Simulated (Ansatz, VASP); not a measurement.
**Two plane-wave programs on MgGaC4N4**

```
CELL_PARAMETERS angstrom
6.04354 0.00000 0.00000
0.00000 6.04354 0.00000
0.00000 0.00000 6.04354
ATOMIC_POSITIONS crystal
Mg 0.00000 0.00000 0.00000
Ga 0.50000 0.50000 0.50000
C 0.20720 0.20720 0.20720
C 0.20720 0.79280 0.79280
C 0.79280 0.20720 0.79280
C 0.79280 0.79280 0.20720
N 0.31976 0.31976 0.31976
N 0.31976 0.68024 0.68024
N 0.68024 0.31976 0.68024
N 0.68024 0.68024 0.31976
```

Alike in both runs: functional PBE; k mesh 6 × 6 × 6; occupations gaussian, width 0.1 eV; no spin polarisation.

Ansatz relaxed the structure, and its values are those at the end. VASP's run is a single point on that final structure, the one shown.

|  | VASP | Ansatz |
| --- | --- | --- |
| version | VASP 6.6.1 | Ansatz 0.2.0 |
| potentials or method | VASP PAW PBE potentials, release 64 (Mg_sv, Ga_d, C, N), cutoff 750 eV | scalar-relativistic, plane waves, PAW |
| valence electrons in the cell | 59 | 59 |

|  | VASP | Ansatz | Ansatz less VASP |
| --- | --- | --- | --- |
| gap on the k mesh at the Fermi level (eV) | none | none | - |
| pressure (GPa) | 0.2 | 0.0 | -0.15 |
| rms of the force components (eV/Å) | 0.171 | 0.000 | -0.1704 |

A gap of «none» marks a metal or a gap that the smearing closes. One of these differences is far larger than is usual between the two programs; its cause wasn't traced.

Noted on VASP's run: the standard files for N, O and F lose accuracy on very short bonds.
